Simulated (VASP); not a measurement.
Here is a VASP 6.6.1 calculation.

Contents of INCAR:

```
SYSTEM = Ti5Si
ALGO = Fast
EDIFF = 1E-7
ENCUT = 520
GGA = PE
ISIF = 2
ISMEAR = 0
LASPH = .TRUE.
LCHARG = .TRUE.
LELF = .TRUE.
LREAL = .FALSE.
LVHAR = .TRUE.
LWAVE = .FALSE.
NBANDS = 41
NELM = 100
PREC = Accurate
SIGMA = 0.1
```

File KPOINTS:

```
k-points
0
G
  12 12 12
  0 0 0
```

Contents of POSCAR:

```
Ti5Si
1.0
    2.5242456569      1.4573739095      4.4383588866
   -2.5242456569      1.4573739095      4.4383588866
    0.0000000000     -2.9147478190      4.4383588866
Ti Si
5 1
Direct
    0.1513621527      0.1513621527      0.1513621527
    0.6045557559      0.3954442441      0.0000000000
    0.0000000000      0.6045557559      0.3954442441
    0.8486378473      0.8486378473      0.8486378473
    0.3954442441      0.0000000000      0.6045557559
    0.5000000000      0.5000000000      0.5000000000
```

Potentials or basis: VASP PAW PBE potentials, release 64 (Ti_sv, Si).

Run with:

```sh
$ cat potpaw_PBE.64/Ti_sv/POTCAR potpaw_PBE.64/Si/POTCAR > POTCAR
$ mpirun -np 1 vasp_std > vasp.out
```

Task: Estimate the band gap on the k mesh.

Result: Zero (band 32 reaches 9.14 eV, above the bottom of band 33 at 8.55 eV).

Task: Estimate the pressure.

Result: -0.2 GPa.

Forces on the atoms (eV/Å):
```
Ti   0.000  0.000 -0.002
Ti   0.000  0.000  0.000
Ti   0.000  0.000  0.000
Ti   0.000  0.000  0.002
Ti   0.000  0.000  0.000
Si   0.000  0.000  0.000
```
